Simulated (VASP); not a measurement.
# B3C (I4/mmm) in VASP: a series of runs

Runs on B3C. Level: PBE. Tasks: single point, relaxation of cell and atoms.

Program: VASP 6.6.1. These are calculated values, not measurements. Logs are shortened: lines on timing, memory, paths and dates and some standing lists are left out, and cuts for length are marked.

## (1) The cell of the first run

Symmetry: I4/mmm, No. 139, tetragonal system. Conventional cell: a = 2.507 Å, b = 2.507 Å, c = 9.644 Å, α = 90.00°, β = 90.00°, γ = 90.00°. B (site symmetry 4/mmm) has 4 C at 1.77 Å within 2.4 Å. B (site symmetry -4m2) has 4 B at 1.77 Å within 2.4 Å. C (site symmetry 4/mmm) has 4 B at 1.77 Å within 2.4 Å.

## (2) Single point, PBE

Contents of INCAR:

```
PREC = Accurate
ENCUT = 520
EDIFF = 1E-6
ISMEAR = 0
SIGMA = 0.1
LREAL = False
LASPH = True
NELM = 100
ALGO = Normal
ISIF = 2
LWAVE = False
LCHARG = False
GGA = PE
NBANDS = 14
```

Contents of KPOINTS:

```
Automatic mesh
0
Gamma
  8 8 8
```

Contents of POSCAR:

```
B3C
1.0
   -1.2534532055      1.2534532055      4.8220195174
    1.2534532055     -1.2534532055      4.8220195174
    1.2534532055      1.2534532055     -4.8220195174
B C
3 1
Direct
    0.5000000000      0.5000000000      0.0000000000
    0.2500000000      0.7500000000      0.5000000000
    0.7500000000      0.2500000000      0.5000000000
    0.0000000000      0.0000000000      0.0000000000
```

Potentials or basis: VASP PAW PBE potentials, release 64 (B, C).

Launch:

```
$ cat potpaw_PBE.64/B/POTCAR potpaw_PBE.64/C/POTCAR > POTCAR
$ mpirun -np 1 vasp_std > vasp.out
```

OUTCAR:

```text
PREC = Accurate
   ENCUT = 520
   EDIFF = 1E-6
   ISMEAR = 0
   LREAL = False
   LASPH = True
   NELM = 100
   ISIF = 2
   GGA = PE

 ion  position               nearest neighbor table
   1  0.500  0.500  0.000-   4 1.77   4 1.77   4 1.77   4 1.77
   2  0.250  0.750  0.500-   3 1.77   3 1.77   3 1.77   3 1.77
   3  0.750  0.250  0.500-   2 1.77   2 1.77   2 1.77   2 1.77
   4  0.000  0.000  0.000-   1 1.77   1 1.77   1 1.77   1 1.77

  LATTYP: Found a body centered tetragonal cell.
 ALAT       =     2.5069064110
 C/A-ratio  =     3.8469880617

  Lattice vectors:

 A1 = (  -1.2534532055,   1.2534532055,   4.8220195174)
 A2 = (   1.2534532055,  -1.2534532055,   4.8220195174)
 A3 = (   1.2534532055,   1.2534532055,  -4.8220195174)

Analysis of symmetry for initial positions (statically):
=====================================================================
 Subroutine PRICEL returns:
 Original cell was already a primitive cell.

 Routine SETGRP: Setting up the symmetry group for a
 body centered tetragonal supercell.

 Subroutine GETGRP returns: Found 16 space group operations
 (whereof 16 operations were pure point group operations)
 out of a pool of 16 trial point group operations.

The static configuration has the point symmetry D_4h.

Analysis of symmetry for dynamics (positions and initial velocities):
=====================================================================
 Subroutine PRICEL returns:
 Original cell was already a primitive cell.

 Routine SETGRP: Setting up the symmetry group for a
 body centered tetragonal supercell.

 Subroutine GETGRP returns: Found 16 space group operations
 (whereof 16 operations were pure point group operations)
 out of a pool of 16 trial point group operations.

The dynamic configuration has the point symmetry D_4h.

 Subroutine INISYM returns: Found 16 space group operations
 (whereof 16 operations are pure point group operations),
 and found     1 'primitive' translations

----------------------------------------------------------------------------------------

                                     Primitive cell

  volume of cell :      30.3044

  direct lattice vectors                    reciprocal lattice vectors
    -1.253453206  1.253453206  4.822019517     0.000000000  0.398898019  0.103690995
     1.253453206 -1.253453206  4.822019517     0.398898019  0.000000000  0.103690995
     1.253453206  1.253453206 -4.822019517     0.398898019  0.398898019  0.000000000

  length of vectors
     5.137524900  5.137524900  5.137524900     0.412154645  0.412154645  0.564126988

  position of ions in fractional coordinates (direct lattice)
     0.500000000  0.500000000  0.000000000
     0.250000000  0.750000000  0.500000000
     0.750000000  0.250000000  0.500000000
     0.000000000  0.000000000  0.000000000

  ion indices of the primitive-cell ions
   primitive index   ion index
                 1           1
                 2           2
                 3           3
                 4           4

----------------------------------------------------------------------------------------

 KPOINTS: Automatic mesh

Automatic generation of k-mesh.
 Grid dimensions read from file:
 generate k-points for:    8    8    8

 Generating k-lattice:

  Cartesian coordinates                     Fractional coordinates (reciprocal lattice)
     0.000000000  0.049862252  0.012961374     0.125000000  0.000000000  0.000000000
     0.049862252  0.000000000  0.012961374     0.000000000  0.125000000  0.000000000
     0.049862252  0.049862252  0.000000000     0.000000000  0.000000000  0.125000000

  Length of vectors
     0.051519331  0.051519331  0.070515873

  Shift w.r.t. Gamma in fractional coordinates (k-lattice)
     0.000000000  0.000000000  0.000000000

 Subroutine IBZKPT returns following result:
 ===========================================

 Found     59 irreducible k-points:

 Following reciprocal coordinates:
            Coordinates               Weight
  0.000000  0.000000  0.000000      1.000000
  0.125000 -0.000000  0.000000      8.000000
  0.250000 -0.000000  0.000000      8.000000
  0.375000 -0.000000  0.000000      8.000000
  0.500000 -0.000000  0.000000      4.000000
  0.125000  0.125000  0.000000      8.000000
[... 16 lines left out ...]
  0.250000  0.125000  0.125000     16.000000
  0.375000  0.125000  0.125000      8.000000
 [... further k-points ...]
   k-points           NKPTS =     59   k-points in BZ     NKDIM =     59   number of bands    NBANDS=     14
   number of dos      NEDOS =    301   number of ions     NIONS =      4
   total plane-waves  NPLWV =  64000
   dimension x,y,z NGX =    40 NGY =   40 NGZ =   40
   dimension x,y,z NGXF=    80 NGYF=   80 NGZF=   80
   ions per type =               3   1
   NGX,Y,Z   is equivalent  to a cutoff of  12.94, 12.94, 12.94 a.u.
   NGXF,Y,Z  is equivalent  to a cutoff of  25.89, 25.89, 25.89 a.u.
 SYSTEM =  unknown system
   PREC   = accura    normal or accurate (medium, high low for compatibility)
   ISTART =      0    job   : 0-new  1-cont  2-samecut
   ICHARG =      2    charge: 1-file 2-atom 10-const
   ISPIN  =      1    spin polarized calculation?
   LNONCOLLINEAR =      F non collinear calculations
   LSORBIT =      F    spin-orbit coupling
   LASPH  =      T    aspherical Exc in radial PAW
   ENCUT  =  520.0 eV  38.22 Ry    6.18 a.u.   9.55  9.55  9.55*2*pi/ulx,y,z
   NELM   =    100;   NELMIN=  2; NELMDL= -5     # of ELM steps
   EDIFF  = 0.1E-05   stopping-criterion for ELM
   LREAL  =      F    real-space projection
   EDIFFG = 0.1E-04   stopping-criterion for IOM
   NSW    =      0    number of steps for IOM
   IBRION =     -1    ionic relax: 0-MD 1-quasi-New 2-CG
   NFREE  =      0    steps in history (QN), initial steepest desc. (CG)
   ISIF   =      2    stress and relaxation
   ISYM   =      2    0-nonsym 1-usesym 2-fastsym
   POTIM  = 0.5000    time-step for ionic-motion
   TEBEG  =    0.0;   TEEND  =   0.0 temperature during run
   PSTRESS=    0.0 pullay stress
   NELECT =      13.0000    total number of electrons
   NUPDOWN=      -1.0000    fix difference up-down
   EMIN   =  10.00;   EMAX   =-10.00  energy-range for DOS
   EFERMI =   0.00;   METHOD = LEGACY
   ISMEAR =     0;   SIGMA  =   0.10  broadening in eV -4-tet -1-fermi 0-gaus
   EFERMI_NEDOS =   21; number of points for ismear=-14 and -15
   IALGO  =     38    algorithm
   IMIX   =      4    mixing-type and parameters
     AMIX     =   0.40;   BMIX     =  1.00
     AMIX_MAG =   1.60;   BMIX_MAG =  1.00
  volume/ion in A,a.u.               =       7.58        51.13
  Fermi-wavevector in a.u.,A,eV,Ry     =   1.234679  2.333206 20.741174  1.524433
  Thomas-Fermi vector in A             =   2.369360
   LORBIT       =      0    0 simple, 1 ext, 2 COOP (PROOUT), +10 PAW based schemes
   GGA     = PE    functional components
   LHFCALC =     F    Hartree Fock is set to
   AEXX    =    0.0000 exact exchange contribution
   IVDW    =     0    specifies the selected vdW correction
   LEPSILON=     F    determine dielectric tensor
   LRPA    =     F    only Hartree local field effects (RPA)
 non-spin polarized calculation
 Gauss-broadening in eV      SIGMA  =   0.10
  energy-cutoff  :      520.00
  volume of cell :       30.30
 maximum number of plane-waves:       842
 NGX is ok and might be reduce to    40
   NGX = 19   NGY = 19   NGZ = 19

 number of electron      13.0000000 magnetization

 Free energy of the ion-electron system (eV)
  ---------------------------------------------------
  ext. energy  EPLUGINS =         0.00000000
  ---------------------------------------------------
  free energy    TOTEN  =       -21.93935521 eV

  energy without entropy =      -21.93121503  energy(sigma->0) =      -21.93528512

 E-fermi :   6.4180     XC(G=0): -11.8295

 val. band max:        6.3882877177   @ k =   0.2500  -0.0000   0.0000
 cond. band min:       6.4200670669   @ k =  -0.3750  -0.3750   0.2500
 fundamental gap:      0.0317793492
 Fermi energy:         6.4179628816

 k-point     1 :       0.0000    0.0000    0.0000
  band No.  band energies     occupation
      1      -9.9864      2.00000
      2      -5.9443      2.00000
      3      -2.0763      2.00000
      4       5.1521      2.00000
      5       5.1521      2.00000
      6       6.4477      0.67399
      7       6.4477      0.67399
      8       8.0368      0.00000
      9      13.7340      0.00000
     10      14.1007      0.00000
     11      15.4953      0.00000
     12      17.8377      0.00000
     13      18.9766      0.00000
     14      19.3870      0.00000

 k-point     2 :       0.1250   -0.0000    0.0000
  band No.  band energies     occupation
      1      -9.6817      2.00000
      2      -5.7784      2.00000
      3      -1.6008      2.00000
      4       3.6928      2.00000
      5       4.9639      2.00000
      6       5.4641      2.00000
      7       6.8140      0.00000
      8       8.1631      0.00000
      9      13.9217      0.00000
     10      14.2594      0.00000
     11      15.2632      0.00000
     12      17.8313      0.00000
     13      19.0271      0.00000
     14      19.9681      0.00000

 k-point     3 :       0.2500   -0.0000    0.0000
  band No.  band energies     occupation
      1      -8.7772      2.00000
      2      -5.2325      2.00000
      3      -0.2500      2.00000
      4       0.8258      2.00000
      5       2.2383      2.00000
      6       6.3883      1.32527
      7       7.9006      0.00000
      8       8.5169      0.00000
      9      11.8353      0.00000
     10      13.8647      0.00000
     11      15.0648      0.00000
     12      16.8946      0.00000
     13      17.9183      0.00000
     14      18.6984      0.00000
[... 324 lines left out ...]
 k-point    23 :       0.2500    0.1250    0.1250
  band No.  band energies     occupation
      1      -6.1922      2.00000
      2      -3.2785      2.00000
      3      -1.1882      2.00000
      4       0.1838      2.00000
      5       3.1238      2.00000
      6       3.6271      2.00000
      7       6.0364      2.00000
      8       8.7364      0.00000
      9       9.0179      0.00000
     10      10.1523      0.00000
     11      10.8540      0.00000
     12      11.8790      0.00000
     13      19.5230      0.00000
     14      20.8082      0.00000

 k-point    24 :       0.3750    0.1250    0.1250
  band No.  band energies     occupation
      1      -4.8063      2.00000
      2      -3.2607      2.00000
      3      -1.8159      2.00000
      4      -1.4052      2.00000
      5       4.3092      2.00000
      6       5.3590      2.00000
      7       6.2986      1.90863
      8       7.4735      0.00000
      9       8.0024      0.00000
     10       8.4138      0.00000
     11      10.4361      0.00000
     12      11.6452      0.00000
     13      20.7194      0.00000
     14      20.7905      0.00000

 [... further k-points ...]
[... 5 lines left out ...]
  --------------------------------------------------------------------------------------
  -------------------------------------------------------------------------------------
  Total        0.0278916      0.0278916     -0.0101716      0.0000000      0.0000000      0.0000000
  in kB        1.4746148      1.4746148     -0.5377662      0.0000000      0.0000000      0.0000000
  external PRESSURE =       0.8038211 kB  Pullay stress =       0.0000000 kB

 VOLUME and BASIS-vectors are now :
 -----------------------------------------------------------------------------
  energy-cutoff  :      520.00
  volume of cell :       30.30
      direct lattice vectors                 reciprocal lattice vectors
    -1.253453206  1.253453206  4.822019517     0.000000000  0.398898019  0.103690995
     1.253453206 -1.253453206  4.822019517     0.398898019  0.000000000  0.103690995
     1.253453206  1.253453206 -4.822019517     0.398898019  0.398898019  0.000000000

 POSITION                                       TOTAL-FORCE (eV/Angst)
 -----------------------------------------------------------------------------------
      0.00000      0.00000      4.82202        -0.000000      0.000000     -0.000000
      1.25345      0.00000      2.41101         0.000000      0.000000      0.000000
      0.00000      1.25345      2.41101        -0.000000     -0.000000      0.000000
      0.00000      0.00000      0.00000        -0.000000      0.000000     -0.000000
 -----------------------------------------------------------------------------------
    total drift:                                0.000000     -0.000000      0.000000

  FREE ENERGIE OF THE ION-ELECTRON SYSTEM (eV)
  ---------------------------------------------------
  free  energy   TOTEN  =       -21.9393552106 eV

  energy  without entropy=      -21.9312150302  energy(sigma->0) =      -21.93528512
```

It took 44 s on 1 thread of AMD EPYC 9R14 (Zen 4), shared host; peak memory 0.19 GiB.

What came out:

- Free energy: -21.9394 eV
- Pressure: 0.1 GPa

Caveat: the k points lie up to 0.44 Å⁻¹ apart.

## (3) Relaxation of cell and atoms, PBE

This run uses another cell than the first one, of 6.78 Å³/atom, 0.895 times its volume.

Contents of INCAR:

```
  PREC = Accurate
  ENCUT = 600
  EDIFF = 1E-6
  ISMEAR = 0
  SIGMA = 0.1
  LREAL = F
  LASPH = T
  NELM = 100
  ALGO = Normal
  ISIF = 3
  LWAVE = F
  LCHARG = F
  GGA = PE
  IBRION = 2
  NSW = 90
  EDIFFG = -0.04
```

KPOINTS is that of step 2.

Contents of POSCAR:

```
B3C
1.0
   -1.4476532462      1.4476532462      3.2337189395
    1.4476532462     -1.4476532462      3.2337189395
    1.4476532462      1.4476532462     -3.2337189395
B C
3 1
Direct
    0.5000000000      0.5000000000      0.0000000000
    0.2500000000      0.7500000000      0.5000000000
    0.7500000000      0.2500000000      0.5000000000
    0.0000000000      0.0000000000      0.0000000000
```

Potentials or basis: VASP PAW PBE potentials, release 64 (B, C).

Launch:

```
$ cat potpaw_PBE.64/B/POTCAR potpaw_PBE.64/C/POTCAR > POTCAR
$ mpirun -np 1 vasp_std > vasp.out
```

OUTCAR:

```text
PREC = Accurate
   ENCUT = 600
   EDIFF = 1E-6
   ISMEAR = 0
   LREAL = F
   LASPH = T
   NELM = 100
   ISIF = 3
   GGA = PE
   IBRION = 2
   NSW = 90
   EDIFFG = -0.04

 ion  position               nearest neighbor table
   1  0.500  0.500  0.000-   4 2.05   4 2.05   4 2.05   4 2.05   3 2.17   2 2.17   3 2.17   3 2.17
                             2 2.17   2 2.17   3 2.17   2 2.17
   2  0.250  0.750  0.500-   3 2.05   3 2.05   3 2.05   3 2.05   1 2.17   1 2.17   1 2.17   1 2.17

   3  0.750  0.250  0.500-   2 2.05   2 2.05   2 2.05   2 2.05   1 2.17   1 2.17   1 2.17   1 2.17

   4  0.000  0.000  0.000-   1 2.05   1 2.05   1 2.05   1 2.05

  LATTYP: Found a body centered tetragonal cell.
 ALAT       =     2.8953064924
 C/A-ratio  =     2.2337662337

  Lattice vectors:

 A1 = (  -1.4476532462,   1.4476532462,   3.2337189395)
[... 615 lines left out ...]
[... ionic steps 4 to 12 ...]

--------------------------------------- Ionic step       13  -------------------------------------------

 number of electron      12.9999999 magnetization

------------------------ aborting loop because EDIFF is reached ----------------------------------------
[... 71 lines left out ...]
--------------------------------------- Ionic step       15  -------------------------------------------

 number of electron      12.9999999 magnetization

 Free energy of the ion-electron system (eV)
  ---------------------------------------------------
  ext. energy  EPLUGINS =         0.00000000
  ---------------------------------------------------
  free energy    TOTEN  =       -21.90059979 eV

  energy without entropy =      -21.89268105  energy(sigma->0) =      -21.89664042

 E-fermi :   6.6108     XC(G=0): -11.9240

 val. band max:        6.6055596956   @ k =   0.0000   0.0000   0.0000
 cond. band min:       6.6195949092   @ k =  -0.2500  -0.2500   0.2500
 fundamental gap:      0.0140352136
 Fermi energy:         6.6108248612

 k-point     1 :       0.0000    0.0000    0.0000
  band No.  band energies     occupation
      1      -9.9279      2.00000
      2      -5.6374      2.00000
      3      -2.0156      2.00000
      4       5.3138      2.00000
      5       5.3138      2.00000
      6       6.6056      1.05936
      7       6.6056      1.05936
      8       8.6325      0.00000
      9      13.9259      0.00000
     10      15.5500      0.00000
[... 330 lines left out ...]
  FREE ENERGIE OF THE ION-ELECTRON SYSTEM (eV)
  ---------------------------------------------------
  free  energy   TOTEN  =       -21.9005997946 eV

  energy  without entropy=      -21.8926810475  energy(sigma->0) =      -21.89664042

 reached required accuracy - stopping structural energy minimisation
```

OSZICAR:

```text
N       E                     dE             d eps       ncg     rms          rms(c)
DAV:   1     0.229867262750E+02    0.22987E+02   -0.66625E+03  1180   0.130E+03
DAV:   2    -0.185172233261E+02   -0.41504E+02   -0.38835E+02  1536   0.187E+02
DAV:   3    -0.205228919855E+02   -0.20057E+01   -0.19362E+01  1768   0.356E+01
DAV:   4    -0.205499135686E+02   -0.27022E-01   -0.26767E-01  1646   0.328E+00
[... 124 lines left out ...]
DAV:   1    -0.219007359582E+02   -0.50501E-03   -0.78178E-03  1194   0.937E-01    0.755E-02
DAV:   2    -0.219006466790E+02    0.89279E-04   -0.45916E-04  1380   0.150E-01    0.383E-02
DAV:   3    -0.219006146967E+02    0.31982E-04   -0.15889E-04  1508   0.865E-02    0.251E-02
DAV:   4    -0.219006005600E+02    0.14137E-04   -0.29909E-05  1440   0.427E-02    0.654E-03
DAV:   5    -0.219005997946E+02    0.76537E-06   -0.27324E-06  1096   0.155E-02
  15 F= -.21900600E+02 E0= -.21896640E+02  d E =-.253266E-01
```

CONTCAR:

```text
B3C
   1.00000000000000
    -1.2533147955009094    1.2533147955009094    4.7384002606540490
     1.2533147955009094   -1.2533147955009094    4.7384002606540490
     1.2533147955009094    1.2533147955009094   -4.7384002606540490
  B               C
     3     1
Direct
     0.5000000000000000    0.5000000000000000    0.0000000000000000
     0.2500000000000000    0.7500000000000000    0.5000000000000000
     0.7500000000000000    0.2500000000000000    0.5000000000000000
     0.0000000000000000    1.0000000000000000    0.0000000000000000

  0.00000000E+00  0.00000000E+00  0.00000000E+00
  0.00000000E+00  0.00000000E+00  0.00000000E+00
  0.00000000E+00  0.00000000E+00  0.00000000E+00
  0.00000000E+00  0.00000000E+00  0.00000000E+00
```

Wall time 2.4 min (1 thread of AMD EPYC 9R14 (Zen 4), shared host); peak memory 0.15 GiB.

Results:

```yaml
Free_energy: -21.9006 eV
Relaxed_volume: 7.44 Å³/atom
Relaxed_cell: a = 5.059 Å, b = 5.059 Å, c = 5.059 Å, α = 151.31°, β = 151.31°, γ = 41.02°
Space_group_after_relaxing_to_0.05_Å: I4/mmm (No. 139)
Energy_gained_by_relaxing: 351.2 meV/atom
Ionic_steps: 15
Pressure_after_relaxing: 0.0 GPa
```

The path:
```csv
step,energy change (eV),largest force (eV/Å),pressure (GPa),volume (Å³)
1,0.0000,0.0000,-19.41,27.11
2,-0.4157,0.0000,4.06,23.98
3,-0.4244,0.0000,8.40,23.60
4,-0.6714,0.0000,10.11,23.94
5,-1.0571,0.0000,22.37,24.58
6,-1.1972,0.0000,11.58,25.92
7,-1.3138,0.0000,-1.32,28.10
8,-1.3183,0.0000,-3.53,28.68
9,-1.3194,0.0000,-4.80,28.99
10,-1.3197,0.0000,-7.42,29.62
11,-1.3727,0.0000,-7.24,30.59
12,-1.3753,0.0000,-6.17,31.28
13,-1.3793,0.0000,-6.81,30.94
14,-1.4042,0.0000,-0.87,29.91
15,-1.4046,0.0000,0.00,29.77
```

Final structure:
```
B C
1.0
    -1.25331    1.25331    4.73840
     1.25331   -1.25331    4.73840
     1.25331    1.25331   -4.73840
B C
3 1
Direct
  0.50000 0.50000 0.00000
  0.25000 0.75000 0.50000
  0.75000 0.25000 0.50000
  0.00000 0.00000 0.00000
```

Caveat: the k points lie up to 0.44 Å⁻¹ apart in the final cell.
